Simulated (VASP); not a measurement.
# TiHg (P4/mmm) in VASP: notebook

The runs below take TiHg through electric field gradients, with LDA.

Everything below comes from runs of VASP 6.6.1. Logs are shortened: lines on timing, memory, paths and dates and some standing lists are left out, and cuts for length are marked.

**1. The cell of the first run**

Symmetry: P4/mmm, No. 123, tetragonal system. Conventional cell: a = 3.009 Å, b = 3.009 Å, c = 4.122 Å, α = 90.00°, β = 90.00°, γ = 90.00°. Within 3.9 Å of Ti (site symmetry 4/mmm) lie 8 Hg at 2.96 Å and 4 Ti at 3.01 Å. Hg (site symmetry 4/mmm) has 8 Ti at 2.96 Å and 4 Hg at 3.01 Å within 3.9 Å.

**2. Electric field gradients, LDA (zz strain of +2 %)**

Input file INCAR:

```
PREC = Accurate ; ENCUT = 520
EDIFF = 1E-8 ; ISMEAR = -1
SIGMA = 0.08 ; LREAL = False
LASPH = True ; NELM = 80
ALGO = Normal ; ISIF = 2
LWAVE = False ; LCHARG = False
GGA = CA ; LEFG = True
NBANDS = 19
```

Input file KPOINTS:

```
regular mesh
0
Gamma
  14 14 10
```

Input file POSCAR:

```
TiHg
1.0
    3.0090000000      0.0000000000      0.0000000000
    0.0000000000      3.0090000000      0.0000000000
    0.0000000000      0.0000000000      4.1218200000
Ti Hg
1 1
Direct
    0.5000000000      0.5000000000      0.5000000000
    0.0000000000      0.0000000000      0.0000000000
```

Potentials or basis: VASP PAW LDA potentials, release 64 (Ti_sv, Hg).

The run is started by

```console
cat potpaw_LDA.64/Ti_sv/POTCAR potpaw_LDA.64/Hg/POTCAR > POTCAR
mpirun -np 1 vasp_std > vasp.out
```

OUTCAR:

```text
PREC = Accurate
   ENCUT = 520
   EDIFF = 1E-8
   ISMEAR = -1
   LREAL = False
   LASPH = True
   NELM = 80
   ISIF = 2
   GGA = CA

 ion  position               nearest neighbor table
   1  0.500  0.500  0.500-   2 2.96   2 2.96   2 2.96   2 2.96   2 2.96   2 2.96   2 2.96   2 2.96

   2  0.000  0.000  0.000-   1 2.96   1 2.96   1 2.96   1 2.96   1 2.96   1 2.96   1 2.96   1 2.96

  LATTYP: Found a simple tetragonal cell.
 ALAT       =     3.0090000000
 C/A-ratio  =     1.3698305085

  Lattice vectors:

 A1 = (   3.0090000000,   0.0000000000,   0.0000000000)
 A2 = (   0.0000000000,   3.0090000000,   0.0000000000)
 A3 = (   0.0000000000,   0.0000000000,   4.1218200000)

Analysis of symmetry for initial positions (statically):
=====================================================================
 Subroutine PRICEL returns:
 Original cell was already a primitive cell.

 Routine SETGRP: Setting up the symmetry group for a
 simple tetragonal supercell.

 Subroutine GETGRP returns: Found 16 space group operations
 (whereof 16 operations were pure point group operations)
 out of a pool of 16 trial point group operations.

The static configuration has the point symmetry D_4h.

Analysis of symmetry for dynamics (positions and initial velocities):
=====================================================================
 Subroutine PRICEL returns:
 Original cell was already a primitive cell.

 Routine SETGRP: Setting up the symmetry group for a
 simple tetragonal supercell.

 Subroutine GETGRP returns: Found 16 space group operations
 (whereof 16 operations were pure point group operations)
 out of a pool of 16 trial point group operations.

The dynamic configuration has the point symmetry D_4h.

 Subroutine INISYM returns: Found 16 space group operations
 (whereof 16 operations are pure point group operations),
 and found     1 'primitive' translations

----------------------------------------------------------------------------------------

                                     Primitive cell

  volume of cell :      37.3193

  direct lattice vectors                    reciprocal lattice vectors
     3.009000000  0.000000000  0.000000000     0.332336324  0.000000000  0.000000000
     0.000000000  3.009000000  0.000000000     0.000000000  0.332336324  0.000000000
     0.000000000  0.000000000  4.121820000     0.000000000  0.000000000  0.242611274

  length of vectors
     3.009000000  3.009000000  4.121820000     0.332336324  0.332336324  0.242611274

  position of ions in fractional coordinates (direct lattice)
     0.500000000  0.500000000  0.500000000
     0.000000000  0.000000000  0.000000000

  ion indices of the primitive-cell ions
   primitive index   ion index
                 1           1
                 2           2

----------------------------------------------------------------------------------------

 KPOINTS: regular mesh

Automatic generation of k-mesh.
 Grid dimensions read from file:
 generate k-points for:   14   14   10

 Generating k-lattice:

  Cartesian coordinates                     Fractional coordinates (reciprocal lattice)
     0.023738309  0.000000000  0.000000000     0.071428571  0.000000000  0.000000000
     0.000000000  0.023738309  0.000000000     0.000000000  0.071428571  0.000000000
     0.000000000  0.000000000  0.024261127     0.000000000  0.000000000  0.100000000

  Length of vectors
     0.023738309  0.023738309  0.024261127

  Shift w.r.t. Gamma in fractional coordinates (k-lattice)
     0.000000000  0.000000000  0.000000000

 Subroutine IBZKPT returns following result:
 ===========================================

 Found    216 irreducible k-points:

 Following reciprocal coordinates:
            Coordinates               Weight
  0.000000  0.000000  0.000000      1.000000
  0.071429  0.000000  0.000000      4.000000
  0.142857  0.000000  0.000000      4.000000
  0.214286  0.000000  0.000000      4.000000
  0.285714  0.000000  0.000000      4.000000
  0.357143  0.000000  0.000000      4.000000
[... 16 lines left out ...]
  0.285714  0.214286  0.000000      8.000000
  0.357143  0.214286  0.000000      8.000000
 [... further k-points ...]
   k-points           NKPTS =    216   k-points in BZ     NKDIM =    216   number of bands    NBANDS=     19
   number of dos      NEDOS =    301   number of ions     NIONS =      2
   total plane-waves  NPLWV =  18432
   dimension x,y,z NGX =    24 NGY =   24 NGZ =   32
   dimension x,y,z NGXF=    48 NGYF=   48 NGZF=   64
   ions per type =               1   1
   NGX,Y,Z   is equivalent  to a cutoff of  13.26, 13.26, 12.91 a.u.
   NGXF,Y,Z  is equivalent  to a cutoff of  26.52, 26.52, 25.81 a.u.
 SYSTEM =  unknown system
   PREC   = accura    normal or accurate (medium, high low for compatibility)
   ISTART =      0    job   : 0-new  1-cont  2-samecut
   ICHARG =      2    charge: 1-file 2-atom 10-const
   ISPIN  =      1    spin polarized calculation?
   LNONCOLLINEAR =      F non collinear calculations
   LSORBIT =      F    spin-orbit coupling
   LASPH  =      T    aspherical Exc in radial PAW
   ENCUT  =  520.0 eV  38.22 Ry    6.18 a.u.   5.59  5.59  7.66*2*pi/ulx,y,z
   NELM   =     80;   NELMIN=  2; NELMDL= -5     # of ELM steps
   EDIFF  = 0.1E-07   stopping-criterion for ELM
   LREAL  =      F    real-space projection
   EDIFFG = 0.1E-06   stopping-criterion for IOM
   NSW    =      0    number of steps for IOM
   IBRION =     -1    ionic relax: 0-MD 1-quasi-New 2-CG
   NFREE  =      0    steps in history (QN), initial steepest desc. (CG)
   ISIF   =      2    stress and relaxation
   ISYM   =      2    0-nonsym 1-usesym 2-fastsym
   POTIM  = 0.5000    time-step for ionic-motion
   TEBEG  =    0.0;   TEEND  =   0.0 temperature during run
   PSTRESS=    0.0 pullay stress
   NELECT =      24.0000    total number of electrons
   NUPDOWN=      -1.0000    fix difference up-down
   EMIN   =  10.00;   EMAX   =-10.00  energy-range for DOS
   EFERMI =   0.00;   METHOD = LEGACY
   ISMEAR =    -1;   SIGMA  =   0.08  broadening in eV -4-tet -1-fermi 0-gaus
   EFERMI_NEDOS =   21; number of points for ismear=-14 and -15
   IALGO  =     38    algorithm
   IMIX   =      4    mixing-type and parameters
     AMIX     =   0.40;   BMIX     =  1.00
     AMIX_MAG =   1.60;   BMIX_MAG =  1.00
  volume/ion in A,a.u.               =      18.66       125.92
  Fermi-wavevector in a.u.,A,eV,Ry     =   1.413082  2.670338 27.168134  1.996801
  Thomas-Fermi vector in A             =   2.534765
   LORBIT       =      0    0 simple, 1 ext, 2 COOP (PROOUT), +10 PAW based schemes
   GGA     = CA    functional components
   LHFCALC =     F    Hartree Fock is set to
   AEXX    =    0.0000 exact exchange contribution
   IVDW    =     0    specifies the selected vdW correction
   LEPSILON=     F    determine dielectric tensor
   LRPA    =     F    only Hartree local field effects (RPA)
 non-spin polarized calculation
  energy-cutoff  :      520.00
  volume of cell :       37.32
 maximum number of plane-waves:      1031
 NGX is ok and might be reduce to    24
   NGX = 11   NGY = 11   NGZ = 15

 number of electron      24.0000003 magnetization

 Free energy of the ion-electron system (eV)
  ---------------------------------------------------
  ext. energy  EPLUGINS =         0.00000000
  ---------------------------------------------------
  free energy    TOTEN  =        -9.80374243 eV

  energy without entropy =       -9.74724623  energy(sigma->0) =       -9.77549433

 E-fermi :   6.0274     XC(G=0): -11.9686

 val. band max:        6.0226022460   @ k =   0.2143   0.0000   0.0000
 cond. band min:       6.0284454576   @ k =   0.5000   0.1429   0.0000
 fundamental gap:      0.0058432117
 Fermi energy:         6.0273832744

 k-point     1 :       0.0000    0.0000    0.0000
  band No.  band energies     occupation
      1     -50.3768      2.00000
      2     -27.1509      2.00000
      3     -26.8043      2.00000
      4     -26.8043      2.00000
      5      -3.2543      2.00000
      6      -2.4773      2.00000
[... 11 lines left out ...]
     18      14.7801      0.00000
     19      14.7801      0.00000
[... 485 lines left out ...]
 k-point    24 :       0.3571    0.2143    0.0000
  band No.  band energies     occupation
      1     -50.3427      2.00000
      2     -27.1177      2.00000
      3     -27.0101      2.00000
      4     -26.8869      2.00000
      5      -1.7102      2.00000
      6      -1.6673      2.00000
[... 11 lines left out ...]
     18      12.9824      0.00000
     19      14.8871      0.00000

 [... further k-points ...]

------------------------ aborting loop because EDIFF is reached ----------------------------------------

  FORCE on cell =-STRESS in cart. coord.  units (eV):
  Direction    XX          YY          ZZ          XY          YZ          ZX
  --------------------------------------------------------------------------------------
  -------------------------------------------------------------------------------------
  Total       -1.7901997     -1.7901997     -1.9053959      0.0000000      0.0000000      0.0000000
  in kB      -76.8561571    -76.8561571    -81.8017169      0.0000000      0.0000000      0.0000000
  external PRESSURE =     -78.5046770 kB  Pullay stress =       0.0000000 kB

 VOLUME and BASIS-vectors are now :
 -----------------------------------------------------------------------------
  energy-cutoff  :      520.00
  volume of cell :       37.32
      direct lattice vectors                 reciprocal lattice vectors
     3.009000000  0.000000000  0.000000000     0.332336324  0.000000000  0.000000000
     0.000000000  3.009000000  0.000000000     0.000000000  0.332336324  0.000000000
     0.000000000  0.000000000  4.121820000     0.000000000  0.000000000  0.242611274

 POSITION                                       TOTAL-FORCE (eV/Angst)
 -----------------------------------------------------------------------------------
      1.50450      1.50450      2.06091         0.000000      0.000000      0.000000
      0.00000      0.00000      0.00000         0.000000      0.000000      0.000000
 -----------------------------------------------------------------------------------
    total drift:                                0.000000      0.000000     -0.000000

  FREE ENERGIE OF THE ION-ELECTRON SYSTEM (eV)
  ---------------------------------------------------
  free  energy   TOTEN  =        -9.8037424253 eV

  energy  without entropy=       -9.7472462324  energy(sigma->0) =       -9.77549433

 Electric field gradients (V/A^2)
---------------------------------------------------------------------
 ion       V_xx      V_yy      V_zz      V_xy      V_xz      V_yz
---------------------------------------------------------------------
   1     -12.766   -12.766    25.532     0.000    -0.000    -0.000
   2     104.115   104.115  -208.229     0.000    -0.000     0.000
---------------------------------------------------------------------

 Electric field gradients after diagonalization (V/A^2)
 (convention: |V_zz| > |V_xx| > |V_yy|)
----------------------------------------------------------------------
 ion       V_xx      V_yy      V_zz     asymmetry (V_yy - V_xx)/ V_zz
----------------------------------------------------------------------
   1     -12.766   -12.766    25.532       0.000
   2     104.115   104.115  -208.229       0.000
----------------------------------------------------------------------

           NMR quadrupolar parameters

 Cq : quadrupolar parameter    Cq=e*Q*V_zz/h
 eta: asymmetry parameters     (V_yy - V_xx)/ V_zz
 Q  : nuclear electric quadrupole moment in mb (millibarn)
----------------------------------------------------------------------
 ion       Cq(MHz)       eta       Q (mb)
----------------------------------------------------------------------
   1       0.062       0.000       1.000
   2      -0.503       0.000       1.000
----------------------------------------------------------------------
```

Run time: 82 s. Hardware: 1 thread of Intel Xeon Platinum 8488C (Sapphire Rapids), shared host; peak memory 0.26 GiB.

What came out:

```
Free energy                             : -9.8037 eV
Pressure                                : -7.9 GPa
Band gap on the k mesh                  : zero (bands 12 and 13 overlap by 1.09 eV)
Largest electric field gradient by atom : Ti +25.5; Hg -208.2 V/Å²
```

Levels at points of the mesh, in eV from the Fermi level:
```tsv
k point	band 9	band 10	band 11	band 12	band 13	band 14	band 15	band 16
(0.00, 0.00, 0.00)	-6.95	-6.47	-0.48	-0.38	1.01	1.90	1.90	2.43
(0.50, 0.00, 0.00)	-6.77	-3.66	-3.42	-1.09	-0.41	1.16	1.73	3.53
(0.50, 0.50, 0.00)	-5.76	-2.07	0.39	0.39	1.10	1.10	1.37	3.17
(0.00, 0.00, 0.50)	-6.46	-6.45	-4.61	-0.71	0.61	1.22	1.22	2.37
(0.50, 0.00, 0.50)	-6.86	-3.56	-1.68	-0.70	-0.30	1.57	1.86	1.93
(0.50, 0.50, 0.50)	-5.76	-2.01	-1.61	-1.61	1.24	1.52	3.17	5.58
```

Electric field gradients, principal values (V/Å²):
```tsv
atom	least	middle	greatest (by size)
1 Ti	-12.766	-12.766	25.532
2 Hg	104.115	104.115	-208.229
```

Caveat: the cell differs from its parent crystal (zz strain of +2 %); the cell stands under tension; without QUAD_EFG the Cq values of the log hold for a quadrupole moment of 1 mb, not for the nuclei; spin-orbit coupling is left out, which moves the levels of the heavy elements.

**3. Electric field gradients, LDA (zz strain of +2 %)**

Input file INCAR:

```
PREC = Accurate
ENCUT = 520
EDIFF = 1E-8
ISMEAR = -1
SIGMA = 0.08
LREAL = False
LASPH = True
NELM = 60
ALGO = Normal
ISIF = 2
LWAVE = False
LCHARG = False
LEFG = True
NBANDS = 19
```

Input file KPOINTS:

```
Automatic mesh
0
Gamma
  14 14 10
```

POSCAR is that of step 2.

Potentials or basis: VASP PAW LDA potentials, release 64 (Ti_sv, Hg).

The run is started by

```console
cat potpaw_LDA.64/Ti_sv/POTCAR potpaw_LDA.64/Hg/POTCAR > POTCAR
mpirun -np 1 vasp_std > vasp.out
```

OUTCAR:

```text
PREC = Accurate
   ENCUT = 520
   EDIFF = 1E-8
   ISMEAR = -1
   LREAL = False
   LASPH = True
   NELM = 60
   ISIF = 2

 ion  position               nearest neighbor table
   1  0.500  0.500  0.500-   2 2.96   2 2.96   2 2.96   2 2.96   2 2.96   2 2.96   2 2.96   2 2.96

   2  0.000  0.000  0.000-   1 2.96   1 2.96   1 2.96   1 2.96   1 2.96   1 2.96   1 2.96   1 2.96

  LATTYP: Found a simple tetragonal cell.
 ALAT       =     3.0090000000
 C/A-ratio  =     1.3698305085

  Lattice vectors:

 A1 = (   3.0090000000,   0.0000000000,   0.0000000000)
 A2 = (   0.0000000000,   3.0090000000,   0.0000000000)
 A3 = (   0.0000000000,   0.0000000000,   4.1218200000)

Analysis of symmetry for initial positions (statically):
=====================================================================
 Subroutine PRICEL returns:
 Original cell was already a primitive cell.

 Routine SETGRP: Setting up the symmetry group for a
 simple tetragonal supercell.

[... 718 lines left out ...]
     3.009000000  0.000000000  0.000000000     0.332336324  0.000000000  0.000000000
     0.000000000  3.009000000  0.000000000     0.000000000  0.332336324  0.000000000
     0.000000000  0.000000000  4.121820000     0.000000000  0.000000000  0.242611274

 POSITION                                       TOTAL-FORCE (eV/Angst)
 -----------------------------------------------------------------------------------
      1.50450      1.50450      2.06091         0.000000      0.000000      0.000000
      0.00000      0.00000      0.00000         0.000000      0.000000      0.000000
 -----------------------------------------------------------------------------------
    total drift:                                0.000000      0.000000     -0.000000

  FREE ENERGIE OF THE ION-ELECTRON SYSTEM (eV)
  ---------------------------------------------------
  free  energy   TOTEN  =        -9.8037424253 eV

  energy  without entropy=       -9.7472462324  energy(sigma->0) =       -9.77549433

 Electric field gradients (V/A^2)
---------------------------------------------------------------------
 ion       V_xx      V_yy      V_zz      V_xy      V_xz      V_yz
---------------------------------------------------------------------
   1     -12.766   -12.766    25.532     0.000    -0.000    -0.000
   2     104.115   104.115  -208.229     0.000    -0.000     0.000
---------------------------------------------------------------------

 Electric field gradients after diagonalization (V/A^2)
 (convention: |V_zz| > |V_xx| > |V_yy|)
----------------------------------------------------------------------
 ion       V_xx      V_yy      V_zz     asymmetry (V_yy - V_xx)/ V_zz
----------------------------------------------------------------------
   1     -12.766   -12.766    25.532       0.000
   2     104.115   104.115  -208.229       0.000
----------------------------------------------------------------------

           NMR quadrupolar parameters

 Cq : quadrupolar parameter    Cq=e*Q*V_zz/h
 eta: asymmetry parameters     (V_yy - V_xx)/ V_zz
 Q  : nuclear electric quadrupole moment in mb (millibarn)
----------------------------------------------------------------------
 ion       Cq(MHz)       eta       Q (mb)
----------------------------------------------------------------------
   1       0.062       0.000       1.000
   2      -0.503       0.000       1.000
----------------------------------------------------------------------
```

It took 74 s on 1 thread of Intel Xeon Platinum 8488C (Sapphire Rapids), shared host; peak memory 0.26 GiB.

What came out:

```
Free energy                             : -9.8037 eV
Pressure                                : -7.9 GPa
Band gap on the k mesh                  : zero (bands 12 and 13 overlap by 1.09 eV)
Largest electric field gradient by atom : Ti +25.5; Hg -208.2 V/Å²
```

Levels at points of the mesh, in eV from the Fermi level:
```csv
k point,band 10,band 11,band 12,band 13,band 14,band 15
"(0.00, 0.00, 0.00)",-6.47,-0.48,-0.38,1.01,1.90,1.90
"(0.50, 0.00, 0.00)",-3.66,-3.42,-1.09,-0.41,1.16,1.73
"(0.50, 0.50, 0.00)",-2.07,0.39,0.39,1.10,1.10,1.37
"(0.00, 0.00, 0.50)",-6.45,-4.61,-0.71,0.61,1.22,1.22
"(0.50, 0.00, 0.50)",-3.56,-1.68,-0.70,-0.30,1.57,1.86
"(0.50, 0.50, 0.50)",-2.01,-1.61,-1.61,1.24,1.52,3.17
```

Electric field gradients, principal values (V/Å²):
| atom | least | middle | greatest (by size) |
| --- | --- | --- | --- |
| 1 Ti | -12.766 | -12.766 | 25.532 |
| 2 Hg | 104.115 | 104.115 | -208.229 |

Caveat: the cell differs from its parent crystal (zz strain of +2 %); the cell stands under tension; without QUAD_EFG the Cq values of the log hold for a quadrupole moment of 1 mb, not for the nuclei; spin-orbit coupling is left out, which moves the levels of the heavy elements.
